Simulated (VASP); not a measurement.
# Cu3O2: single point with PBE

Crystal: Cu3O2.

```
Cu O
1.0
    -2.03337    2.03337    3.67012
     2.03337   -2.03337    3.67012
     2.03337    2.03337   -3.67012
Cu O
3 2
Direct
  0.00000 0.00000 0.00000
  0.75000 0.25000 0.50000
  0.25000 0.75000 0.50000
  0.50000 0.00000 0.50000
  0.00000 0.50000 0.50000
```

| Quantity | Value |
| --- | --- |
| Program | VASP 6.6.1 |
| Task | single point |
| Functional | PBE |
| Potentials or basis | VASP PAW PBE potentials, release 64 (Cu, O) |
| Cutoff | 520 eV |
| k mesh | 9 × 9 × 9 |
| Occupations | fermi-dirac, width 0.05 eV |
| Spin | no spin polarisation |

| Quantity | Value |
| --- | --- |
| Pressure | 0.8 GPa |
| Band gap on the k mesh | zero (an odd number of electrons rules out a gap without spin polarisation) |

Stress tensor (GPa, compression positive):
```
0.35 0.00 0.00
0.00 0.35 0.00
0.00 0.00 1.61
```

Levels at points of the mesh, in eV from the Fermi level:
| k point | band 21 | band 22 | band 23 | band 24 | band 25 | band 26 |
| --- | --- | --- | --- | --- | --- | --- |
| (0.00, 0.00, 0.00) | -0.75 | -0.75 | 0.39 | 0.49 | 5.19 | 5.19 |

It took 7.6 min on 1 thread of Intel Xeon 8259CL (shared host), peak memory 0.24 GiB.

With open d or f shells a metallic result of PBE can be an artefact of self-interaction; +U or a hybrid may open a gap.
